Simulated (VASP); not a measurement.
## Pt: single point with PBE

Pt:

```xyz
1
Lattice="-1.6476 1.6476 1.4575 1.6476 -1.6476 1.4575 1.6476 1.6476 -1.4575" Properties=species:S:1:pos:R:3 pbc="T T T"
Pt    0.0000    0.0000    0.0000
```

This cell differs from its parent crystal: strain +0.040 along x and y, -0.080 along z.

```yaml
Program: VASP 6.6.1
Task: single point
Functional: PBE
Potentials_or_basis: VASP PAW PBE potentials, release 64 (Pt)
Cutoff: 520 eV
k_mesh: 22 × 22 × 22
Occupations: gaussian, width 0.15 eV
Spin: no spin polarisation
```

| Property | Result |
| --- | --- |
| Pressure | -1.1 GPa |
| Band gap on the k mesh | zero (bands 5 and 6 overlap by 2.12 eV) |

Stress tensor (GPa, compression positive):
```
 2.32  0.00  0.00
 0.00  2.32  0.00
 0.00  0.00 -7.92
```

Levels at points of the mesh, in eV from the Fermi level:
```
           k point  band 1  band 2  band 3  band 4  band 5  band 6  band 7  band 8  band 9  band 10
(0.00, 0.00, 0.00)   -9.55   -4.17   -3.08   -3.08   -1.99   -0.51   16.26   16.26   18.92    25.82
(0.50, 0.00, 0.00)   -6.57   -5.28   -1.29   -0.09    0.53    0.90    6.63   12.80   14.83    23.50
(0.50, 0.50, 0.00)   -6.76   -4.12   -2.23   -1.11   -0.28    0.78    5.52   14.24   17.86    21.91
(0.50, 0.50, 0.50)   -6.21   -6.13    0.33    0.33    0.69    6.41    6.41   10.24   12.20    17.58
```

Wall time 2.8 min on 1 thread of Intel Xeon 8259CL, with other jobs on the host, peak memory 0.25 GiB.

Caveat: the cell differs from its parent crystal (strain +0.040 along x and y, -0.080 along z); spin-orbit coupling is left out, which moves the levels of the heavy elements.
